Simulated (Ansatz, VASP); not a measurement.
**HfO2, level by level in two programs**

```
Hf O
1.0
     5.21838    0.00000    0.00000
     0.00000    5.28741    0.00000
    -0.87550    0.00000    5.31613
Hf O
4 8
Cartesian
  0.8178 2.4338 3.7638
  3.0873 5.0775 4.2104
  3.5251 2.8536 1.5523
  1.2556 0.2099 1.1058
  -0.3541 0.8904 4.5012
  4.2592 3.5341 3.4730
  4.6970 4.3970 0.8150
  0.0837 1.7533 1.8431
  1.4834 3.9227 5.2103
  2.4217 1.2790 2.7639
  2.8595 1.3647 0.1058
  1.9212 4.0084 2.5523
```

Single points on this cell with VASP 6.6.1 and Ansatz 0.2.0. Each row is one pair of runs. Alike in all rows: spin: off; k mesh: 5 × 5 × 5; smearing: fermi-dirac, width 0.05 eV.

| level | VASP's potentials, cutoff | Ansatz's potentials, cutoff | gap on the k mesh at the Fermi level (eV), VASP | gap on the k mesh at the Fermi level (eV), Ansatz | least direct gap on the mesh (eV), VASP | least direct gap on the mesh (eV), Ansatz | pressure (GPa), VASP | pressure (GPa), Ansatz |
| --- | --- | --- | --- | --- | --- | --- | --- | --- |
| PBE | VASP PAW PBE potentials, release 64 (Hf_pv, O), 520 eV | JTH PAW, 1380 eV | 3.96 | 3.97 | 4.03 | 4.05 | -10.2 | -9.7 |
| RPBE+D4 | VASP PAW PBE potentials, release 64 (Hf_pv, O), 520 eV | Ansatz PAW, 420 eV | ? | 4.09 | ? | 4.16 | ? | -9.0 |
| LDA | VASP PAW LDA potentials, release 64 (Hf_pv, O), 520 eV | Ansatz PAW, 420 eV | 3.78 | 3.82 | 3.85 | 3.90 | -21.9 | -19.8 |
| PBEsol+D4 | VASP PAW PBE potentials, release 64 (Hf_pv, O), 520 eV | Ansatz PAW, 420 eV | 3.86 | 3.90 | 3.94 | 3.98 | -18.2 | -15.5 |
| RPBE | VASP PAW PBE potentials, release 64 (Hf_pv, O), 520 eV | Ansatz PAW, 420 eV | 4.04 | 4.09 | 4.12 | 4.16 | -5.9 | -2.9 |

Q: Fill in what VASP gave in row 2.

A: gap on the k mesh at the Fermi level (eV): 4.04; least direct gap on the mesh (eV): 4.12; pressure (GPa): -12.0.

VASP's potentials hold 88 valence electrons a cell and Ansatz's 96; VASP's potentials hold 88 valence electrons a cell and Ansatz's 152, so a difference there can come from the potentials and not from the codes.

Spin-orbit coupling is off throughout. Noted on Ansatz's runs: odd divisions of the mesh miss points on the zone boundary, where band edges often lie, so the gap on the mesh can be too wide.
